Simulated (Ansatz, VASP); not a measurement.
**Gd in VASP and in Ansatz**

Contents of INCAR:

```
SYSTEM = Gd
  PREC = Accurate
  ENCUT = 520
  EDIFF = 1E-7
  ISMEAR = 1
  SIGMA = 0.1
  LREAL = .FALSE.
  LASPH = .TRUE.
  NELM = 150
  ALGO = Normal
  ISIF = 2
  LWAVE = .FALSE.
  LCHARG = .TRUE.
  ISPIN = 2
  MAGMOM = 9.1 9.1
  LORBIT = 11
  LMAXMIX = 6
  GGA = PE
  LELF = .TRUE.
  LVHAR = .TRUE.
  NBANDS = 29
```

KPOINTS

```
regular mesh
0
G
  9 9 5
  0 0 0
```

File POSCAR:

```
Gd
1.0
    3.6360000000      0.0000000000      0.0000000000
   -1.8180000000      3.1488680000      0.0000000000
    0.0000000000      0.0000000000      5.7826000000
Gd
2
Direct
    0.3333333333      0.6666666667      0.2500000000
    0.6666666667      0.3333333333      0.7500000000
```

Input for Ansatz:

```yaml
crystal:
  lattice:
    - [3.636, 0.0, 0.0]
    - [-1.818, 3.148868, 0.0]
    - [0.0, 0.0, 5.7826]
  atoms:
    - { symbol: Gd, position: [0.3333333333333333, 0.6666666666666666, 0.25], spin: 9.1 }
    - { symbol: Gd, position: [0.6666666666666666, 0.3333333333333333, 0.75], spin: 9.1 }
basis:
  ecutwfc: 420.0
kpoints:
  mp_grid:
    grid: [9, 9, 5]
hamiltonian:
  xc: pbe
magnetization:
  spin_polarized: true
scf:
  occupations:
    method: cold
    width: 0.1
```

Alike in both runs: task single point; functional PBE; k mesh 9 × 9 × 5; collinear spin.

|  | VASP | Ansatz |
| --- | --- | --- |
| version | VASP 6.6.1 | Ansatz 0.2.0 |
| potentials or method | VASP PAW PBE potentials, release 64 (Gd), cutoff 520 eV | plane waves, PAW |
| occupations | methfessel-paxton of order 1, width 0.1 eV | cold, width 0.1 eV |
| valence electrons in the cell | 36 | 36 |

Ansatz gave:

```
net moment per atom (μB)                                      : 7.66
size of the moment on the site where the two differ most (μB) : 7.37
```

Task: What did VASP give for the same quantities?

Result: net moment per atom (μB): 7.65; size of the moment on the site where the two differ most (μB): 7.00.

Site moments also hang on the region over which each program counts them. Ansatz's warnings: given moment on shells, stability check not made.

Neither program's run includes spin-orbit coupling.
